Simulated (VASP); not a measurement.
Write the native input for VASP 6.6.1 that does the following.

```yaml
Task: dielectric tensor
Functional: PBE
Potentials_or_basis: VASP PAW PBE potentials, release 64 (Zn, Se)
Cutoff: 520 eV
k_mesh: 9 × 9 × 9
Occupations: gaussian, width 0.01 eV
Spin: no spin polarisation
Dipole_correction: no
Further_INCAR_settings: ALGO = Normal; EDIFF = 1e-08
```

The structure of ZnSe (Stilleite) lies in POSCAR:

```
ZnSe
1.0
    0.0000000000      2.8338000000      2.8338000000
    2.8338000000      0.0000000000      2.8338000000
    2.8338000000      2.8338000000      0.0000000000
Zn Se
1 1
Direct
    0.0000000000      0.0000000000      0.0000000000
    0.2500000000      0.2500000000      0.2500000000
```

The input as run:

INCAR

```
PREC     = Accurate       # precision mode
ENCUT    = 520            # plane-wave cutoff, eV
EDIFF    = 1E-8           # SCF threshold, eV
ISMEAR   = 0              # smearing method
SIGMA    = 0.01           # smearing width, eV
LREAL    = False          # projectors in reciprocal space
LASPH    = True           # aspherical terms in the spheres
NELM     = 60             # most SCF steps
ALGO     = Normal         # electronic algorithm
ISIF     = 2              # what is computed and relaxed
LWAVE    = False          # write WAVECAR
LCHARG   = False          # write CHGCAR
GGA      = PE             # functional
LEPSILON = True           # dielectric tensor by DFPT
```

KPOINTS

```
regular mesh
0
Gamma
  9 9 9
```

Potentials or basis: VASP PAW PBE potentials, release 64 (Zn, Se).

Command:

```bash
$ cat potpaw_PBE.64/Zn/POTCAR potpaw_PBE.64/Se/POTCAR > POTCAR
$ mpirun -np 1 vasp_std > vasp.out
```

It gave:

```json
{"Band gap on the k mesh": "1.29 eV, direct", "Electronic dielectric tensor (diagonal)": "7.56", "Born charges (mean of the diagonal)": "Zn +2.07; Se -2.07 e"}
```

It took 3.1 min on 1 thread of Intel(R) Xeon(R) 6975P-C (Granite Rapids), with other jobs on the host, peak memory 0.33 GiB.
